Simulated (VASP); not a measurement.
# CdS (P1) in VASP: electric field gradients with LDA

Aim: the electric field gradients of CdS with LDA.

All numbers are computed with VASP 6.6.1; they aren't measurements. Logs are shortened: lines on timing, memory, paths and dates and some standing lists are left out, and cuts for length are marked.

**1. The cell of the first run**

The typed cell holds 4 atoms: a = 4.135 Å, b = 4.171 Å, c = 6.750 Å, α = 90.41°, β = 91.14°, γ = 120.85°.

**2. Electric field gradients, LDA (equal xy, yz and zx shear strains of -2 %)**

File INCAR:

```
PREC     = Accurate       # precision mode
ENCUT    = 520            # plane-wave cutoff, eV
EDIFF    = 1E-8           # SCF threshold, eV
ISMEAR   = -1             # smearing method
SIGMA    = 0.02           # smearing width, eV
LREAL    = F              # projectors in reciprocal space
LASPH    = T              # aspherical terms in the spheres
NELM     = 100            # most SCF steps
ALGO     = Normal         # electronic algorithm
ISIF     = 2              # what is computed and relaxed
LWAVE    = F              # write WAVECAR
LCHARG   = F              # write CHGCAR
LEFG     = T            
NBANDS   = 26             # bands
```

File KPOINTS:

```
regular mesh
0
Gamma
  8 8 4
```

File POSCAR:

```
CdS
1.0
    4.1347992034     -0.0413479920     -0.0413479920
   -2.1032080132      3.6015151457     -0.0151344155
   -0.0674900000     -0.0674900000      6.7490000000
Cd S
2 2
Direct
    0.3333333333      0.6666666667      0.0000000000
    0.6666666667      0.3333333333      0.5000000000
    0.3333333333      0.6666666667      0.3850000000
    0.6666666667      0.3333333333      0.8850000000
```

Potentials or basis: VASP PAW LDA potentials, release 64 (Cd, S).

The run is started by

```
$ cat potpaw_LDA.64/Cd/POTCAR potpaw_LDA.64/S/POTCAR > POTCAR
$ mpirun -np 1 vasp_std > vasp.out
```

OUTCAR:

```text
PREC = Accurate
   ENCUT = 520
   EDIFF = 1E-8
   ISMEAR = -1
   LREAL = F
   LASPH = T
   NELM = 100
   ISIF = 2

 ion  position               nearest neighbor table
   1  0.333  0.667  0.000-   4 2.47   4 2.53   4 2.54   3 2.60
   2  0.667  0.333  0.500-   3 2.50   3 2.51   3 2.52   4 2.60
   3  0.333  0.667  0.385-   2 2.50   2 2.51   2 2.52   1 2.60
   4  0.667  0.333  0.885-   1 2.47   1 2.53   1 2.54   2 2.60

  LATTYP: Found a triclinic cell.
 ALAT       =     4.0994320569
 B/A-ratio  =     1.0087281861
 C/A-ratio  =     1.6464902388
 COS(alpha) =     0.0198960208
 COS(beta)  =     0.0274156886
 COS(gamma) =     0.4869832429

  Lattice vectors:

 A1 = (   2.0315911902,   3.5601671537,  -0.0564824075)
 A2 = (   4.1347992034,  -0.0413479920,  -0.0413479920)
 A3 = (   0.0674900000,   0.0674900000,  -6.7490000000)

Analysis of symmetry for initial positions (statically):
=====================================================================
 Subroutine PRICEL returns:
 Original cell was already a primitive cell.

 Routine SETGRP: Setting up the symmetry group for a
 triclinic supercell.

 Subroutine GETGRP returns: Found  1 space group operations
 (whereof  1 operations were pure point group operations)
 out of a pool of  2 trial point group operations.

The static configuration has the point symmetry C_1 .

Analysis of symmetry for dynamics (positions and initial velocities):
=====================================================================
 Subroutine PRICEL returns:
 Original cell was already a primitive cell.

 Routine SETGRP: Setting up the symmetry group for a
 triclinic supercell.

 Subroutine GETGRP returns: Found  1 space group operations
 (whereof  1 operations were pure point group operations)
 out of a pool of  2 trial point group operations.

The dynamic configuration has the point symmetry C_1 .

 Subroutine INISYM returns: Found  1 space group operations
 (whereof  1 operations are pure point group operations),
 and found     1 'primitive' translations

----------------------------------------------------------------------------------------

                                     Primitive cell

  volume of cell :      99.8959

  direct lattice vectors                    reciprocal lattice vectors
     4.134799203 -0.041347992 -0.041347992     0.243309290  0.142103631  0.003854129
    -2.103208013  3.601515146 -0.015134415     0.002821418  0.279320422  0.002821418
    -0.067490000 -0.067490000  6.749000000     0.001496970  0.001496970  0.148200039

  length of vectors
     4.135212663  4.170686315  6.749674866     0.281793731  0.279348920  0.148215159

  position of ions in fractional coordinates (direct lattice)
     0.333333333  0.666666667  0.000000000
     0.666666667  0.333333333  0.500000000
     0.333333333  0.666666667  0.385000000
     0.666666667  0.333333333  0.885000000

  ion indices of the primitive-cell ions
   primitive index   ion index
                 1           1
                 2           2
                 3           3
                 4           4

----------------------------------------------------------------------------------------

 KPOINTS: regular mesh

Automatic generation of k-mesh.
 Grid dimensions read from file:
 generate k-points for:    8    8    4

 Generating k-lattice:

  Cartesian coordinates                     Fractional coordinates (reciprocal lattice)
     0.030413661  0.017762954  0.000481766     0.125000000 -0.000000000 -0.000000000
     0.000352677  0.034915053  0.000352677     0.000000000  0.125000000  0.000000000
     0.000374243  0.000374243  0.037050010    -0.000000000  0.000000000  0.250000000

  Length of vectors
[... 38 lines left out ...]
   number of dos      NEDOS =    301   number of ions     NIONS =      4
   total plane-waves  NPLWV =  51200
   dimension x,y,z NGX =    32 NGY =   32 NGZ =   50
   dimension x,y,z NGXF=    64 NGYF=   64 NGZF=  100
   ions per type =               2   2
   NGX,Y,Z   is equivalent  to a cutoff of  12.86, 12.76, 12.32 a.u.
   NGXF,Y,Z  is equivalent  to a cutoff of  25.73, 25.51, 24.63 a.u.
 SYSTEM =  unknown system
   PREC   = accura    normal or accurate (medium, high low for compatibility)
   ISTART =      0    job   : 0-new  1-cont  2-samecut
   ICHARG =      2    charge: 1-file 2-atom 10-const
   ISPIN  =      1    spin polarized calculation?
   LNONCOLLINEAR =      F non collinear calculations
   LSORBIT =      F    spin-orbit coupling
   LASPH  =      T    aspherical Exc in radial PAW
   ENCUT  =  520.0 eV  38.22 Ry    6.18 a.u.   7.69  7.75 12.55*2*pi/ulx,y,z
   NELM   =    100;   NELMIN=  2; NELMDL= -5     # of ELM steps
   EDIFF  = 0.1E-07   stopping-criterion for ELM
   LREAL  =      F    real-space projection
   EDIFFG = 0.1E-06   stopping-criterion for IOM
   NSW    =      0    number of steps for IOM
   IBRION =     -1    ionic relax: 0-MD 1-quasi-New 2-CG
   NFREE  =      0    steps in history (QN), initial steepest desc. (CG)
   ISIF   =      2    stress and relaxation
   ISYM   =      2    0-nonsym 1-usesym 2-fastsym
   POTIM  = 0.5000    time-step for ionic-motion
   TEBEG  =    0.0;   TEEND  =   0.0 temperature during run
   PSTRESS=    0.0 pullay stress
   NELECT =      36.0000    total number of electrons
   NUPDOWN=      -1.0000    fix difference up-down
   EMIN   =  10.00;   EMAX   =-10.00  energy-range for DOS
   EFERMI =   0.00;   METHOD = LEGACY
   ISMEAR =    -1;   SIGMA  =   0.02  broadening in eV -4-tet -1-fermi 0-gaus
   EFERMI_NEDOS =   21; number of points for ismear=-14 and -15
   IALGO  =     38    algorithm
   IMIX   =      4    mixing-type and parameters
     AMIX     =   0.40;   BMIX     =  1.00
     AMIX_MAG =   1.60;   BMIX_MAG =  1.00
  volume/ion in A,a.u.               =      24.97       168.53
  Fermi-wavevector in a.u.,A,eV,Ry     =   1.165001  2.201533 18.466209  1.357228
  Thomas-Fermi vector in A             =   2.301532
   LORBIT       =      0    0 simple, 1 ext, 2 COOP (PROOUT), +10 PAW based schemes
   GGA     = CA    functional components
   LHFCALC =     F    Hartree Fock is set to
   AEXX    =    0.0000 exact exchange contribution
   IVDW    =     0    specifies the selected vdW correction
   LEPSILON=     F    determine dielectric tensor
   LRPA    =     F    only Hartree local field effects (RPA)
 non-spin polarized calculation
  energy-cutoff  :      520.00
  volume of cell :       99.90
 maximum number of plane-waves:      2713
   NGX = 15   NGY = 15   NGZ = 25

 number of electron      35.9999994 magnetization

 Free energy of the ion-electron system (eV)
  ---------------------------------------------------
  ext. energy  EPLUGINS =         0.00000000
  ---------------------------------------------------
  free energy    TOTEN  =       -14.76333660 eV

  energy without entropy =      -14.76333660  energy(sigma->0) =      -14.76333660

 E-fermi :   1.5506     XC(G=0):  -9.5490

 val. band max:        1.1084711024   @ k =   0.0000   0.0000   0.0000
 cond. band min:       2.0292739258   @ k =   0.0000   0.0000   0.0000
 fundamental gap:      0.9208028234
 Fermi energy:         1.5505809453

 k-point     1 :       0.0000    0.0000    0.0000
  band No.  band energies     occupation
      1     -11.2576      2.00000
      2     -10.8296      2.00000
      3      -6.6984      2.00000
      4      -6.6876      2.00000
      5      -6.6309      2.00000
      6      -6.6214      2.00000
[... 685 lines left out ...]
     25       9.7250      0.00000
     26       9.9878      0.00000

 [... further k-points ...]

------------------------ aborting loop because EDIFF is reached ----------------------------------------

  FORCE on cell =-STRESS in cart. coord.  units (eV):
  Direction    XX          YY          ZZ          XY          YZ          ZX
  --------------------------------------------------------------------------------------
  -------------------------------------------------------------------------------------
  Total       -0.9736804     -0.9878401     -2.1903866      0.5360854      0.3131800      0.3138406
  in kB      -15.6163415    -15.8434413    -35.1304425      8.5979879      5.0229273      5.0335217
  external PRESSURE =     -22.1967418 kB  Pullay stress =       0.0000000 kB

 VOLUME and BASIS-vectors are now :
 -----------------------------------------------------------------------------
  energy-cutoff  :      520.00
  volume of cell :       99.90
      direct lattice vectors                 reciprocal lattice vectors
     4.134799203 -0.041347992 -0.041347992     0.243309290  0.142103631  0.003854129
    -2.103208013  3.601515146 -0.015134415     0.002821418  0.279320422  0.002821418
    -0.067490000 -0.067490000  6.749000000     0.001496970  0.001496970  0.148200039

 POSITION                                       TOTAL-FORCE (eV/Angst)
 -----------------------------------------------------------------------------------
     -0.02387      2.38723     -0.02387         0.199359      0.083641      0.254019
      2.02172      1.13919      3.34189        -0.039012      0.075790      0.248013
     -0.04986      2.36124      2.57449         0.063268     -0.075853     -0.246029
      1.99573      1.11321      5.94025        -0.223616     -0.083577     -0.256003
 -----------------------------------------------------------------------------------
    total drift:                                0.000203      0.000156     -0.000270

  FREE ENERGIE OF THE ION-ELECTRON SYSTEM (eV)
  ---------------------------------------------------
  free  energy   TOTEN  =       -14.7633366000 eV

  energy  without entropy=      -14.7633366000  energy(sigma->0) =      -14.76333660

 Electric field gradients (V/A^2)
---------------------------------------------------------------------
 ion       V_xx      V_yy      V_zz      V_xy      V_xz      V_yz
---------------------------------------------------------------------
   1     -25.546   -10.521    36.067   -13.738    -7.313    -0.123
   2     -10.504   -25.242    35.746     1.141     7.226     0.044
   3       3.100     4.039    -7.139    -3.372    -4.288    -2.993
   4       4.137     2.923    -7.060    -2.296    -1.715    -3.005
---------------------------------------------------------------------

 Electric field gradients after diagonalization (V/A^2)
 (convention: |V_zz| > |V_xx| > |V_yy|)
----------------------------------------------------------------------
 ion       V_xx      V_yy      V_zz     asymmetry (V_yy - V_xx)/ V_zz
----------------------------------------------------------------------
   1     -34.268    -2.703    36.972       0.854
   2     -25.334   -11.515    36.850       0.375
   3       7.004     2.851    -9.855       0.421
   4       5.927     2.390    -8.316       0.425
----------------------------------------------------------------------

           NMR quadrupolar parameters

 Cq : quadrupolar parameter    Cq=e*Q*V_zz/h
 eta: asymmetry parameters     (V_yy - V_xx)/ V_zz
 Q  : nuclear electric quadrupole moment in mb (millibarn)
----------------------------------------------------------------------
 ion       Cq(MHz)       eta       Q (mb)
----------------------------------------------------------------------
   1       0.089       0.854       1.000
   2       0.089       0.375       1.000
   3      -0.024       0.421       1.000
   4      -0.020       0.425       1.000
----------------------------------------------------------------------
```

Run time: 3 min. Hardware: 1 thread of Intel Xeon 6975P-C (Granite Rapids), shared host; peak memory 0.39 GiB.

Results:

| Item | Value |
| --- | --- |
| Free energy | -14.7633 eV |
| Pressure | -2.2 GPa |
| Largest force | 0.350 eV/Å |
| Band gap on the k mesh | 0.92 eV |
| Largest electric field gradient by atom | Cd +37.0, +36.9; S -9.9, -8.3 V/Å² |

Forces in eV/Å, atoms in the order of the input:
```
Cd   0.199  0.084  0.254
Cd  -0.039  0.076  0.248
S    0.063 -0.076 -0.246
S   -0.224 -0.084 -0.256
```

Electric field gradients, principal values (V/Å²):
| atom | least | middle | greatest (by size) |
| --- | --- | --- | --- |
| 1 Cd | -2.703 | -34.268 | 36.972 |
| 2 Cd | -11.515 | -25.334 | 36.850 |
| 3 S | 2.851 | 7.004 | -9.855 |
| 4 S | 2.390 | 5.927 | -8.316 |

Caveat: the cell differs from its parent crystal (equal xy, yz and zx shear strains of -2 %); without QUAD_EFG the Cq values of the log hold for a quadrupole moment of 1 mb, not for the nuclei.
